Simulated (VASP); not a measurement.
# KBr in VASP: further runs, part 2 of 2

VASP 6.6.1. The steps go on from the part before.

## 4. Single point, HSE06 (uniaxial z strain -0.9%)

Contents of POSCAR:

```
KBr
1.0
    0.0000000000      3.3024387010      3.2720562649
    3.3024387010      0.0000000000      3.2720562649
    3.3024387010      3.3024387010      0.0000000000
K Br
1 1
Direct
    0.0000000000      0.0000000000      0.0000000000
    0.5000000000      0.5000000000      0.5000000000
```

Contents of INCAR.step1:

```
SYSTEM = KBr
PREC = Accurate
ENCUT = 520
EDIFF = 1E-5
ISMEAR = 0
SIGMA = 0.01
LREAL = .FALSE.
LASPH = .TRUE.
NELM = 60
ALGO = Normal
ISIF = 2
LWAVE = .TRUE.
LCHARG = .FALSE.
GGA = PE
NBANDS = 15
```

Contents of INCAR.step2:

```
SYSTEM = KBr
PREC = Accurate
ENCUT = 520
EDIFF = 1E-6
ISMEAR = 0
SIGMA = 0.01
LREAL = .FALSE.
LASPH = .TRUE.
NELM = 60
ALGO = Normal
ISIF = 2
LWAVE = .FALSE.
LCHARG = .FALSE.
GGA = PE
LHFCALC = .TRUE.
HFSCREEN = 0.2079
PRECFOCK = Normal
ISTART = 1
NBANDS = 15
```

Contents of KPOINTS:

```
regular mesh
0
G
  4 4 4
  0 0 0
```

Potentials or basis: VASP PAW PBE potentials, release 64 (K_sv, Br).

On the command line:

```
cat potpaw_PBE.64/K_sv/POTCAR potpaw_PBE.64/Br/POTCAR > POTCAR
cp INCAR.step1 INCAR
mpirun -np 1 vasp_std > vasp.out
cp INCAR.step2 INCAR
mpirun -np 1 vasp_std > vasp.out
```

OUTCAR:

```text
SYSTEM = KBr
   PREC = Accurate
   ENCUT = 520
   EDIFF = 1E-6
   ISMEAR = 0
   LREAL = .FALSE.
   LASPH = .TRUE.
   NELM = 60
   ISIF = 2
   GGA = PE
   LHFCALC = .TRUE.
   HFSCREEN = 0.2079
   PRECFOCK = Normal
   ISTART = 1

 ion  position               nearest neighbor table
   1  0.000  0.000  0.000-   2 3.27   2 3.27
   2  0.500  0.500  0.500-   1 3.27   1 3.27

  LATTYP: Found a body centered tetragonal cell.
 ALAT       =     4.6703535999
 C/A-ratio  =     1.4012027976

  Lattice vectors:

 A1 = (   0.0000000000,  -3.3024387010,  -3.2720562649)
 A2 = (   0.0000000000,   3.3024387010,  -3.2720562649)
 A3 = (   3.3024387010,   0.0000000000,   3.2720562649)

Analysis of symmetry for initial positions (statically):
=====================================================================
 Subroutine PRICEL returns:
 Original cell was already a primitive cell.

 Routine SETGRP: Setting up the symmetry group for a
 body centered tetragonal supercell.

 Subroutine GETGRP returns: Found 16 space group operations
 (whereof 16 operations were pure point group operations)
 out of a pool of 16 trial point group operations.

The static configuration has the point symmetry D_4h.

Analysis of symmetry for dynamics (positions and initial velocities):
=====================================================================
 Subroutine PRICEL returns:
 Original cell was already a primitive cell.

 Routine SETGRP: Setting up the symmetry group for a
 body centered tetragonal supercell.

 Subroutine GETGRP returns: Found 16 space group operations
 (whereof 16 operations were pure point group operations)
 out of a pool of 16 trial point group operations.

The dynamic configuration has the point symmetry D_4h.

 Subroutine INISYM returns: Found 16 space group operations
 (whereof 16 operations are pure point group operations),
 and found     1 'primitive' translations

[... 119 lines left out ...]
   LEPSILON=     F    determine dielectric tensor
   LRPA    =     F    only Hartree local field effects (RPA)
 non-spin polarized calculation
 Gauss-broadening in eV      SIGMA  =   0.01
  energy-cutoff  :      520.00
  volume of cell :       71.37
 maximum number of plane-waves:      1952
 NGX is ok and might be reduce to    36
  NGX = 28; NGY = 28; NGZ = 28

 number of electron      15.9999998 magnetization

 Free energy of the ion-electron system (eV)
  ---------------------------------------------------
  ext. energy  EPLUGINS =         0.00000000
  ---------------------------------------------------
  free energy    TOTEN  =        -7.16680541 eV

  energy without entropy =       -7.16680541  energy(sigma->0) =       -7.16680541

 E-fermi :  -2.5082     XC(G=0):  -6.2055

 val. band max:       -2.5826579724   @ k =   0.0000   0.0000   0.0000
 cond. band min:       3.0342712446   @ k =   0.0000   0.0000   0.0000
 fundamental gap:      5.6169292170
 Fermi energy:        -2.5081928510

 k-point     1 :       0.0000    0.0000    0.0000
  band No.  band energies     occupation
      1     -32.5364      2.00000
      2     -15.9183      2.00000
      3     -14.6615      2.00000
      4     -14.6606      2.00000
      5     -14.6606      2.00000
      6      -2.5865      2.00000
      7      -2.5865      2.00000
      8      -2.5827      2.00000
      9       3.0343      0.00000
     10       6.3664      0.00000
     11       6.3664      0.00000
     12       6.4248      0.00000
     13       7.3171      0.00000
     14       7.3657      0.00000
[... 203 lines left out ...]
      2     -15.9102      2.00000
      3     -14.7263      2.00000
      4     -14.7263      2.00000
      5     -14.5490      2.00000
      6      -3.2143      2.00000
      7      -3.2143      2.00000
      8      -3.1657      2.00000
      9       6.0994      0.00000
     10       6.0994      0.00000
     11       7.0306      0.00000
     12       7.9532      0.00000
     13       9.6681      0.00000
     14      10.0025      0.00000
     15      10.3301      0.00000

------------------------ aborting loop because EDIFF is reached ----------------------------------------

  FORCE on cell =-STRESS in cart. coord.  units (eV):
  Direction    XX          YY          ZZ          XY          YZ          ZX
  --------------------------------------------------------------------------------------
  -------------------------------------------------------------------------------------
  Total        0.2229092      0.2229092      0.3657759      0.0000000      0.0000000     -0.0000000
  in kB        5.0040104      5.0040104      8.2111756      0.0000000      0.0000000     -0.0000000
  external PRESSURE =       6.0730654 kB  Pullay stress =       0.0000000 kB

 VOLUME and BASIS-vectors are now :
 -----------------------------------------------------------------------------
  energy-cutoff  :      520.00
  volume of cell :       71.37
      direct lattice vectors                 reciprocal lattice vectors
     0.000000000  3.302438701  3.272056265    -0.151403264  0.151403264  0.152809108
     3.302438701  0.000000000  3.272056265     0.151403264 -0.151403264  0.152809108
     3.302438701  3.302438701  0.000000000     0.151403264  0.151403264 -0.152809108

 POSITION                                       TOTAL-FORCE (eV/Angst)
 -----------------------------------------------------------------------------------
      0.00000      0.00000      0.00000         0.000000      0.000000     -0.000000
      3.30244      3.30244      3.27206         0.000000      0.000000      0.000000
 -----------------------------------------------------------------------------------
    total drift:                                0.000000      0.000000      0.000000

  FREE ENERGIE OF THE ION-ELECTRON SYSTEM (eV)
  ---------------------------------------------------
  free  energy   TOTEN  =        -7.1668054060 eV

  energy  without entropy=       -7.1668054060  energy(sigma->0) =       -7.16680541
```

OUTCAR.step1:

```text
SYSTEM = KBr
   PREC = Accurate
   ENCUT = 520
   EDIFF = 1E-5
   ISMEAR = 0
   LREAL = .FALSE.
   LASPH = .TRUE.
[... 443 lines left out ...]
      0.00000      0.00000      0.00000         0.000000      0.000000      0.000000
      3.30244      3.30244      3.27206        -0.000000     -0.000000      0.000000
 -----------------------------------------------------------------------------------
    total drift:                                0.000000      0.000000      0.000000

  FREE ENERGIE OF THE ION-ELECTRON SYSTEM (eV)
  ---------------------------------------------------
  free  energy   TOTEN  =        -6.2115828096 eV

  energy  without entropy=       -6.2115828096  energy(sigma->0) =       -6.21158281
```

Run time: 12 min. Hardware: 1 thread of AMD EPYC 7R43 (Zen 3), shared host; peak memory 0.29 GiB.

Results:

```yaml
Free_energy: -7.1668 eV
Pressure: 0.6 GPa
Band_gap_on_the_k_mesh: 5.62 eV
```

Caveat: the cell differs from its parent crystal (uniaxial z strain -0.9%); the PAW data sets were made with another functional, which shifts forces and pressure a little.

## 5. The runs side by side

```csv
cell,gap on the mesh (eV),pressure (GPa)
"a = 4.457 Å, angles 60.0°, 2 atoms",6.04,3.7
"a = 4.670 Å, angles 60.0°, 2 atoms",5.59,0.4
"a = 4.649, b = 4.649, c = 4.670 Å, angles 59.8, 59.8, 60.3°, 2 atoms",5.62,0.6
```

Alike in all rows: task single point; level HSE06; potentials or basis VASP PAW PBE potentials, release 64 (K_sv, Br); no spin polarisation; k mesh 4 × 4 × 4; cutoff (eV) 520; smearing gaussian 0.01 eV.

Caveats: some runs use coarse meshes; the PAW data sets were made with another functional, which shifts forces and pressure a little.

Total energies depend on the potentials used, so only differences within one code and one set of settings carry meaning.
